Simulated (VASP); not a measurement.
Write the native input for VASP 6.6.1 that does the following.

| Property | Result |
| --- | --- |
| Task | single point |
| Functional | PBE |
| Potentials or basis | VASP PAW PBE potentials, release 64 (Al, H) |
| Cutoff | 520 eV |
| k mesh | 5 × 5 × 1 |
| Occupations | gaussian, width 0.1 eV |
| Spin | no spin polarisation |
| Dipole correction | yes |
| Further INCAR settings | ALGO = Normal; EDIFF = 1e-06; NBANDS = 32 |

The structure of Al6H lies in POSCAR:

```
Al6H
1.0
    5.7135165837      0.0000000000      0.0000000000
    0.0000000000      5.7135165837      0.0000000000
    0.0000000000      0.0000000000     22.1746954375
Al H
12 2
Direct
    0.2500000000      0.2500000000      0.1803857921
    0.2500000000      0.7500000000      0.1803857921
    0.7500000000      0.2500000000      0.1803857921
    0.7500000000      0.7500000000      0.1803857921
    0.0000000000      0.0000000000      0.2744050924
    0.0000000000      0.5000000000      0.2744050924
    0.5000000000      0.0000000000      0.2744050924
    0.5000000000      0.5000000000      0.2744050924
    0.2500000000      0.2500000000      0.3686497278
    0.2500000000      0.7500000000      0.3686497278
    0.7500000000      0.2500000000      0.3686497278
    0.7500000000      0.7500000000      0.3686497278
    0.0000000000     -0.1308301095      0.4178048562
    0.0000000000      0.1308301095      0.4178048562
```

The input as run:

INCAR

```
  PREC = Accurate
  ENCUT = 520
  EDIFF = 1E-6
  ISMEAR = 0
  SIGMA = 0.1
  LREAL = False
  LASPH = True
  NELM = 100
  ALGO = Normal
  ISIF = 2
  LWAVE = False
  LCHARG = False
  LDIPOL = True
  IDIPOL = 3
  DIPOL = 0.5 0.5 0.295
  GGA = PE
  NBANDS = 32
```

KPOINTS

```
Automatic mesh
0
Gamma
  5 5 1
```

Potentials or basis: VASP PAW PBE potentials, release 64 (Al, H).

The run is started by

```console
$ cat potpaw_PBE.64/Al/POTCAR potpaw_PBE.64/H/POTCAR > POTCAR
$ mpirun -np 1 vasp_std > vasp.out
```

It gave:

- Largest force: 0.875 eV/Å
- Band gap on the k mesh: zero (bands 19 and 20 overlap by 0.89 eV)

Run time: 13 min on 1 thread of Intel Xeon 8259CL, on a shared host, peak memory 0.68 GiB.
